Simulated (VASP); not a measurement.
A run of VASP 6.6.1 is set up as follows.

Contents of POSCAR:

```
SnO
1.0
   -0.0278043378      2.6804103799      2.6804103799
    2.6804103799     -0.0278043378      2.6804103799
    2.6804103799      2.6804103799     -0.0278043378
Sn O
1 1
Direct
   -0.0023319328     -0.0023319328     -0.0023319328
    0.2523319328      0.2523319328      0.2523319328
```

Contents of INCAR.step1:

```
SYSTEM = SnO
PREC     = Accurate       ! precision mode
ENCUT    = 520            ! plane-wave cutoff, eV
EDIFF    = 1E-5           ! SCF threshold, eV
ISMEAR   = -1             ! smearing method
SIGMA    = 0.02           ! smearing width, eV
LREAL    = .FALSE.        ! projectors in reciprocal space
LASPH    = .TRUE.         ! aspherical terms in the spheres
NELM     = 100            ! most SCF steps
ALGO     = Normal         ! electronic algorithm
ISIF     = 2              ! what is computed and relaxed
LWAVE    = .TRUE.         ! write WAVECAR
LCHARG   = .FALSE.        ! write CHGCAR
GGA      = PE             ! functional
NBANDS   = 17             ! bands
KPAR     = 4
```

The input INCAR.step2:

```
SYSTEM = SnO
PREC     = Accurate       ! precision mode
ENCUT    = 520            ! plane-wave cutoff, eV
EDIFF    = 1E-7           ! SCF threshold, eV
ISMEAR   = -1             ! smearing method
SIGMA    = 0.02           ! smearing width, eV
LREAL    = .FALSE.        ! projectors in reciprocal space
LASPH    = .TRUE.         ! aspherical terms in the spheres
NELM     = 100            ! most SCF steps
ALGO     = Normal         ! electronic algorithm
ISIF     = 2              ! what is computed and relaxed
LWAVE    = .FALSE.        ! write WAVECAR
LCHARG   = .FALSE.        ! write CHGCAR
GGA      = PE             ! functional
LHFCALC  = .TRUE.         ! exact exchange
HFSCREEN = 0.2079         ! screening, 1/A
PRECFOCK = Normal       
ISTART   = 1            
NBANDS   = 17             ! bands
KPAR     = 4
```

The input KPOINTS:

```
regular mesh
0
G
  6 6 6
  0 0 0
```

Potentials or basis: VASP PAW PBE potentials, release 64 (Sn_d, O).

Launch:

```sh
$ cat potpaw_PBE.64/Sn_d/POTCAR potpaw_PBE.64/O/POTCAR > POTCAR
$ cp INCAR.step1 INCAR
$ mpirun -np 4 vasp_std > vasp.out
$ cp INCAR.step2 INCAR
$ mpirun -np 4 vasp_std > vasp.out
```

Problem. What does it give for the pressure?

Solution. 1.4 GPa.

Problem. Predict the largest force.

Solution. 0.044 eV/Å.

Problem. Predict the band gap on the k mesh.

Solution. Zero (bands 10 and 11 overlap by 0.08 eV).

Forces in eV/Å, atoms in the order of the input:
```
Sn   0.025  0.025  0.025
O   -0.025 -0.025 -0.025
```

Caveat: the cell differs from its parent crystal (strain along [111] -1.5%); the structure was generated, so it needn't be the stable form of SnO; the PAW data sets were made with another functional, which shifts forces and pressure a little; spin-orbit coupling is left out, which moves the levels of the heavy elements.
